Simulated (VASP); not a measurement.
# ZnAu (Pm-3m) in VASP: notebook

Runs on ZnAu. Level: PBE. Tasks: single point.

Everything below comes from runs of VASP 6.6.1. Logs are shortened: lines on timing, memory, paths and dates and some standing lists are left out, and cuts for length are marked.

## Step 1: The cell of the first run

It takes space group Pm-3m (No. 221, cubic). Conventional cell: a = 3.094 Å, b = 3.094 Å, c = 3.094 Å, α = 90.00°, β = 90.00°, γ = 90.00°. Within 3.5 Å of Zn (site symmetry m-3m) lie 8 Au at 2.68 Å and 6 Zn at 3.09 Å. Au (site symmetry m-3m) has 8 Zn at 2.68 Å and 6 Au at 3.09 Å within 3.5 Å.

## Step 2: Single point, PBE (14.80 Å³/atom)

File INCAR:

```
ALGO     = Normal         # electronic algorithm
EDIFF    = 1E-7           # SCF threshold, eV
ENCUT    = 520            # plane-wave cutoff, eV
GGA      = PE             # functional
ISIF     = 2              # what is computed and relaxed
ISMEAR   = -1             # smearing method
LASPH    = T              # aspherical terms in the spheres
LCHARG   = F              # write CHGCAR
LREAL    = F              # projectors in reciprocal space
LWAVE    = F              # write WAVECAR
NBANDS   = 18             # bands
NELM     = 80             # most SCF steps
PREC     = Accurate       # precision mode
SIGMA    = 0.05           # smearing width, eV
```

File KPOINTS:

```
k-points
0
Gamma
  12 12 12
```

File POSCAR:

```
ZnAu
1.0
    3.0936507106      0.0000000000      0.0000000000
    0.0000000000      3.0936507106      0.0000000000
    0.0000000000      0.0000000000      3.0936507106
Zn Au
1 1
Direct
    0.5000000000      0.5000000000      0.5000000000
    0.0000000000      0.0000000000      0.0000000000
```

Potentials or basis: VASP PAW PBE potentials, release 64 (Zn, Au).

On the command line:

```bash
> cat potpaw_PBE.64/Zn/POTCAR potpaw_PBE.64/Au/POTCAR > POTCAR
> mpirun -np 1 vasp_std > vasp.out
```

OUTCAR:

```text
EDIFF = 1E-7
   ENCUT = 520
   GGA = PE
   ISIF = 2
   ISMEAR = -1
   LASPH = T
   LREAL = F
   NELM = 80
   PREC = Accurate

 ion  position               nearest neighbor table
   1  0.500  0.500  0.500-   2 2.68   2 2.68   2 2.68   2 2.68   2 2.68   2 2.68   2 2.68   2 2.68

   2  0.000  0.000  0.000-   1 2.68   1 2.68   1 2.68   1 2.68   1 2.68   1 2.68   1 2.68   1 2.68

  LATTYP: Found a simple cubic cell.
 ALAT       =     3.0936507106

  Lattice vectors:

 A1 = (   3.0936507106,   0.0000000000,   0.0000000000)
 A2 = (   0.0000000000,   3.0936507106,   0.0000000000)
 A3 = (   0.0000000000,   0.0000000000,   3.0936507106)

Analysis of symmetry for initial positions (statically):
=====================================================================
 Subroutine PRICEL returns:
 Original cell was already a primitive cell.

 Routine SETGRP: Setting up the symmetry group for a
 simple cubic supercell.

 Subroutine GETGRP returns: Found 48 space group operations
 (whereof 48 operations were pure point group operations)
 out of a pool of 48 trial point group operations.

The static configuration has the point symmetry O_h .

Analysis of symmetry for dynamics (positions and initial velocities):
=====================================================================
 Subroutine PRICEL returns:
 Original cell was already a primitive cell.

 Routine SETGRP: Setting up the symmetry group for a
 simple cubic supercell.

 Subroutine GETGRP returns: Found 48 space group operations
 (whereof 48 operations were pure point group operations)
 out of a pool of 48 trial point group operations.

The dynamic configuration has the point symmetry O_h .

 Subroutine INISYM returns: Found 48 space group operations
 (whereof 48 operations are pure point group operations),
 and found     1 'primitive' translations

----------------------------------------------------------------------------------------

                                     Primitive cell

  volume of cell :      29.6083

  direct lattice vectors                    reciprocal lattice vectors
     3.093650711  0.000000000  0.000000000     0.323242697  0.000000000  0.000000000
     0.000000000  3.093650711  0.000000000     0.000000000  0.323242697  0.000000000
     0.000000000  0.000000000  3.093650711     0.000000000  0.000000000  0.323242697

  length of vectors
     3.093650711  3.093650711  3.093650711     0.323242697  0.323242697  0.323242697

  position of ions in fractional coordinates (direct lattice)
     0.500000000  0.500000000  0.500000000
     0.000000000  0.000000000  0.000000000

  ion indices of the primitive-cell ions
   primitive index   ion index
                 1           1
                 2           2

----------------------------------------------------------------------------------------

 KPOINTS: k-points

Automatic generation of k-mesh.
 Grid dimensions read from file:
 generate k-points for:   12   12   12

 Generating k-lattice:

  Cartesian coordinates                     Fractional coordinates (reciprocal lattice)
     0.026936891  0.000000000  0.000000000     0.083333333  0.000000000  0.000000000
     0.000000000  0.026936891  0.000000000     0.000000000  0.083333333  0.000000000
     0.000000000  0.000000000  0.026936891     0.000000000  0.000000000  0.083333333

  Length of vectors
     0.026936891  0.026936891  0.026936891

  Shift w.r.t. Gamma in fractional coordinates (k-lattice)
     0.000000000  0.000000000  0.000000000

 Subroutine IBZKPT returns following result:
 ===========================================

 Found     84 irreducible k-points:

 Following reciprocal coordinates:
            Coordinates               Weight
  0.000000  0.000000  0.000000      1.000000
  0.083333  0.000000  0.000000      6.000000
  0.166667  0.000000  0.000000      6.000000
  0.250000  0.000000  0.000000      6.000000
  0.333333  0.000000  0.000000      6.000000
  0.416667  0.000000  0.000000      6.000000
[... 16 lines left out ...]
  0.333333  0.333333  0.000000     12.000000
  0.416667  0.333333  0.000000     24.000000
 [... further k-points ...]
   k-points           NKPTS =     84   k-points in BZ     NKDIM =     84   number of bands    NBANDS=     18
   number of dos      NEDOS =    301   number of ions     NIONS =      2
   total plane-waves  NPLWV =  13824
   dimension x,y,z NGX =    24 NGY =   24 NGZ =   24
   dimension x,y,z NGXF=    48 NGYF=   48 NGZF=   48
   ions per type =               1   1
   NGX,Y,Z   is equivalent  to a cutoff of  12.90, 12.90, 12.90 a.u.
   NGXF,Y,Z  is equivalent  to a cutoff of  25.79, 25.79, 25.79 a.u.
 SYSTEM =  unknown system
   PREC   = accura    normal or accurate (medium, high low for compatibility)
   ISTART =      0    job   : 0-new  1-cont  2-samecut
   ICHARG =      2    charge: 1-file 2-atom 10-const
   ISPIN  =      1    spin polarized calculation?
   LNONCOLLINEAR =      F non collinear calculations
   LSORBIT =      F    spin-orbit coupling
   LASPH  =      T    aspherical Exc in radial PAW
   ENCUT  =  520.0 eV  38.22 Ry    6.18 a.u.   5.75  5.75  5.75*2*pi/ulx,y,z
   NELM   =     80;   NELMIN=  2; NELMDL= -5     # of ELM steps
   EDIFF  = 0.1E-06   stopping-criterion for ELM
   LREAL  =      F    real-space projection
   EDIFFG = 0.1E-05   stopping-criterion for IOM
   NSW    =      0    number of steps for IOM
   IBRION =     -1    ionic relax: 0-MD 1-quasi-New 2-CG
   NFREE  =      0    steps in history (QN), initial steepest desc. (CG)
   ISIF   =      2    stress and relaxation
   ISYM   =      2    0-nonsym 1-usesym 2-fastsym
   POTIM  = 0.5000    time-step for ionic-motion
   TEBEG  =    0.0;   TEEND  =   0.0 temperature during run
   PSTRESS=    0.0 pullay stress
   NELECT =      23.0000    total number of electrons
   NUPDOWN=      -1.0000    fix difference up-down
   EMIN   =  10.00;   EMAX   =-10.00  energy-range for DOS
   EFERMI =   0.00;   METHOD = LEGACY
   ISMEAR =    -1;   SIGMA  =   0.05  broadening in eV -4-tet -1-fermi 0-gaus
   EFERMI_NEDOS =   21; number of points for ismear=-14 and -15
   IALGO  =     38    algorithm
   IMIX   =      4    mixing-type and parameters
     AMIX     =   0.40;   BMIX     =  1.00
     AMIX_MAG =   1.60;   BMIX_MAG =  1.00
  volume/ion in A,a.u.               =      14.80        99.90
  Fermi-wavevector in a.u.,A,eV,Ry     =   1.504918  2.843883 30.814177  2.264778
  Thomas-Fermi vector in A             =   2.615835
   LORBIT       =      0    0 simple, 1 ext, 2 COOP (PROOUT), +10 PAW based schemes
   GGA     = PE    functional components
   LHFCALC =     F    Hartree Fock is set to
   AEXX    =    0.0000 exact exchange contribution
   IVDW    =     0    specifies the selected vdW correction
   LEPSILON=     F    determine dielectric tensor
   LRPA    =     F    only Hartree local field effects (RPA)
 non-spin polarized calculation
  energy-cutoff  :      520.00
  volume of cell :       29.61
 maximum number of plane-waves:       840
 NGX is ok and might be reduce to    24
   NGX = 11   NGY = 11   NGZ = 11

 number of electron      22.9999963 magnetization

 Free energy of the ion-electron system (eV)
  ---------------------------------------------------
  ext. energy  EPLUGINS =         0.00000000
  ---------------------------------------------------
  free energy    TOTEN  =        -4.64731572 eV

  energy without entropy =       -4.64413765  energy(sigma->0) =       -4.64572669

 E-fermi :   7.8218     XC(G=0): -12.6739

 val. band max:        7.6468972515   @ k =   0.4167   0.4167   0.1667
 cond. band min:       7.8407661047   @ k =   0.5000   0.4167   0.2500
 fundamental gap:      0.1938688533
 Fermi energy:         7.8218106632

 k-point     1 :       0.0000    0.0000    0.0000
  band No.  band energies     occupation
      1      -3.3623      2.00000
      2      -0.6533      2.00000
      3      -0.6533      2.00000
      4       0.1697      2.00000
      5       0.1697      2.00000
      6       0.1697      2.00000
[... 10 lines left out ...]
     17      20.2557      0.00000
     18      26.2470      0.00000

 k-point     2 :       0.0833    0.0000    0.0000
  band No.  band energies     occupation
      1      -3.2335      2.00000
      2      -0.6212      2.00000
      3      -0.6107      2.00000
      4       0.1685      2.00000
      5       0.1685      2.00000
      6       0.1818      2.00000
[... 10 lines left out ...]
     17      20.8418      0.00000
     18      26.1879      0.00000

 k-point     3 :       0.1667    0.0000    0.0000
  band No.  band energies     occupation
      1      -2.8553      2.00000
      2      -0.5298      2.00000
      3      -0.4957      2.00000
      4       0.1663      2.00000
      5       0.1663      2.00000
      6       0.2153      2.00000
[... 10 lines left out ...]
     17      22.6761      0.00000
     18      25.9605      0.00000

 k-point     4 :       0.2500    0.0000    0.0000
  band No.  band energies     occupation
      1      -2.2549      2.00000
      2      -0.3942      2.00000
      3      -0.3423      2.00000
      4       0.1658      2.00000
      5       0.1658      2.00000
      6       0.2623      2.00000
[... 10 lines left out ...]
     17      24.4917      0.00000
     18      24.6844      0.00000

 k-point     5 :       0.3333    0.0000    0.0000
  band No.  band energies     occupation
      1      -1.4913      2.00000
      2      -0.2419      2.00000
      3      -0.1965      2.00000
      4       0.1689      2.00000
      5       0.1689      2.00000
      6       0.3106      2.00000
[... 10 lines left out ...]
     17      22.8517      0.00000
     18      22.9231      0.00000

 k-point     6 :       0.4167    0.0000    0.0000
  band No.  band energies     occupation
      1      -0.7010      2.00000
      2      -0.1155      2.00000
      3      -0.1092      2.00000
      4       0.1739      2.00000
      5       0.1739      2.00000
      6       0.3469      2.00000
[... 307 lines left out ...]
 k-point    21 :       0.4167    0.2500    0.0000
  band No.  band energies     occupation
      1      -0.7263      2.00000
      2      -0.4171      2.00000
      3      -0.0498      2.00000
      4       0.0843      2.00000
      5       0.1985      2.00000
      6       0.9619      2.00000
[... 10 lines left out ...]
     17      21.7035      0.00000
     18      22.3548      0.00000

 k-point    22 :       0.5000    0.2500    0.0000
  band No.  band energies     occupation
      1      -0.5981      2.00000
      2      -0.4857      2.00000
      3      -0.0253      2.00000
      4       0.0277      2.00000
      5       0.2275      2.00000
      6       1.2810      2.00000
[... 10 lines left out ...]
     17      21.0008      0.00000
     18      22.2469      0.00000

 k-point    23 :       0.3333    0.3333    0.0000
  band No.  band energies     occupation
      1      -0.8742      2.00000
      2      -0.4652      2.00000
      3      -0.1182      2.00000
      4       0.0619      2.00000
      5       0.2677      2.00000
      6       0.8709      2.00000
[... 10 lines left out ...]
     17      21.9806      0.00000
     18      22.7158      0.00000

 k-point    24 :       0.4167    0.3333    0.0000
  band No.  band energies     occupation
      1      -0.7920      2.00000
      2      -0.5846      2.00000
      3      -0.1421      2.00000
      4      -0.0416      2.00000
      5       0.3676      2.00000
      6       1.1069      2.00000
[... 10 lines left out ...]
     17      21.5494      0.00000
     18      22.3678      0.00000

 [... further k-points ...]
[... 5 lines left out ...]
  --------------------------------------------------------------------------------------
  -------------------------------------------------------------------------------------
  Total        2.4799328      2.4799328      2.4799328     -0.0000000     -0.0000000      0.0000000
  in kB      134.1951001    134.1951001    134.1951001     -0.0000000     -0.0000000      0.0000000
  external PRESSURE =     134.1951001 kB  Pullay stress =       0.0000000 kB

 VOLUME and BASIS-vectors are now :
 -----------------------------------------------------------------------------
  energy-cutoff  :      520.00
  volume of cell :       29.61
      direct lattice vectors                 reciprocal lattice vectors
     3.093650711  0.000000000  0.000000000     0.323242697  0.000000000  0.000000000
     0.000000000  3.093650711  0.000000000     0.000000000  0.323242697  0.000000000
     0.000000000  0.000000000  3.093650711     0.000000000  0.000000000  0.323242697

 POSITION                                       TOTAL-FORCE (eV/Angst)
 -----------------------------------------------------------------------------------
      1.54683      1.54683      1.54683         0.000000      0.000000      0.000000
      0.00000      0.00000      0.00000         0.000000      0.000000      0.000000
 -----------------------------------------------------------------------------------
    total drift:                                0.000000      0.000000     -0.000000

  FREE ENERGIE OF THE ION-ELECTRON SYSTEM (eV)
  ---------------------------------------------------
  free  energy   TOTEN  =        -4.6473157215 eV

  energy  without entropy=       -4.6441376495  energy(sigma->0) =       -4.64572669
```

Wall time 25 s (1 thread of Intel Xeon 8259CL, shared host); peak memory 0.18 GiB.

What came out:

| Quantity | Value |
| --- | --- |
| Free energy | -4.6473 eV |
| Pressure | 13.4 GPa |
| Band gap on the k mesh | zero (an odd number of electrons rules out a gap without spin polarisation) |

Levels at points of the mesh, in eV from the Fermi level:
| k point | band 7 | band 8 | band 9 | band 10 | band 11 | band 12 | band 13 | band 14 | band 15 | band 16 |
| --- | --- | --- | --- | --- | --- | --- | --- | --- | --- | --- |
| (0.00, 0.00, 0.00) | -5.70 | -5.70 | -3.91 | -3.91 | -3.91 | 5.00 | 5.00 | 5.00 | 9.45 | 12.43 |
| (0.50, 0.00, 0.00) | -6.19 | -5.69 | -5.22 | -5.22 | -4.10 | -2.46 | 10.44 | 11.40 | 11.40 | 11.61 |
| (0.50, 0.50, 0.00) | -5.31 | -4.26 | -4.26 | -3.29 | -2.27 | -2.27 | 0.96 | 2.75 | 10.62 | 12.80 |
| (0.50, 0.50, 0.50) | -6.87 | -6.87 | -3.24 | -3.24 | 1.48 | 3.75 | 3.75 | 3.75 | 3.86 | 6.09 |

Caveat: the cell stands under pressure; spin-orbit coupling is left out, which moves the levels of the heavy elements.

## Step 3: Single point, PBE (15.19 Å³/atom)

This run uses another cell than the first one, of 15.19 Å³/atom.

File INCAR:

```
SYSTEM = ZnAu
ALGO     = Normal         ! electronic algorithm
EDIFF    = 1E-6           ! SCF threshold, eV
ENCUT    = 520            ! plane-wave cutoff, eV
GGA      = PE             ! functional
ISIF     = 2              ! what is computed and relaxed
ISMEAR   = -1             ! smearing method
LASPH    = .TRUE.         ! aspherical terms in the spheres
LCHARG   = .TRUE.         ! write CHGCAR
LELF     = .TRUE.         ! ELF
LREAL    = .FALSE.        ! projectors in reciprocal space
LVHAR    = .TRUE.       
LWAVE    = .FALSE.        ! write WAVECAR
NBANDS   = 18             ! bands
NELM     = 80             ! most SCF steps
PREC     = Accurate       ! precision mode
SIGMA    = 0.05           ! smearing width, eV
```

File KPOINTS:

```
k-points
0
G
  12 12 12
  0 0 0
```

File POSCAR:

```
ZnAu
1.0
    3.1205533715      0.0000000000      0.0000000000
    0.0000000000      3.1205533715      0.0000000000
    0.0000000000      0.0000000000      3.1205533715
Zn Au
1 1
Direct
    0.5000000000      0.5000000000      0.5000000000
    0.0000000000      0.0000000000      0.0000000000
```

Potentials or basis: VASP PAW PBE potentials, release 64 (Zn, Au).

On the command line:

```bash
> cat potpaw_PBE.64/Zn/POTCAR potpaw_PBE.64/Au/POTCAR > POTCAR
> mpirun -np 1 vasp_std > vasp.out
```

Run time: 35 s. Hardware: 1 thread of Intel Xeon 8259CL, shared host; peak memory 0.17 GiB.

The run converged. Its results:

```
Free energy            : -4.7016 eV
Pressure               : 8.9 GPa
Band gap on the k mesh : zero (an odd number of electrons rules out a gap without spin polarisation)
```

Levels at points of the mesh, in eV from the Fermi level:
```tsv
k point	band 7	band 8	band 9	band 10	band 11	band 12	band 13	band 14	band 15	band 16
(0.00, 0.00, 0.00)	-5.60	-5.60	-3.86	-3.86	-3.86	4.97	4.97	4.97	9.12	12.25
(0.50, 0.00, 0.00)	-6.02	-5.60	-5.10	-5.10	-4.03	-2.45	10.40	11.24	11.24	11.37
(0.50, 0.50, 0.00)	-5.21	-4.21	-4.21	-3.26	-2.15	-2.15	0.87	2.59	10.48	12.71
(0.50, 0.50, 0.50)	-6.68	-6.68	-3.21	-3.21	1.41	3.69	3.72	3.72	3.72	5.96
```

Caveat: the cell stands under pressure; spin-orbit coupling is left out, which moves the levels of the heavy elements.
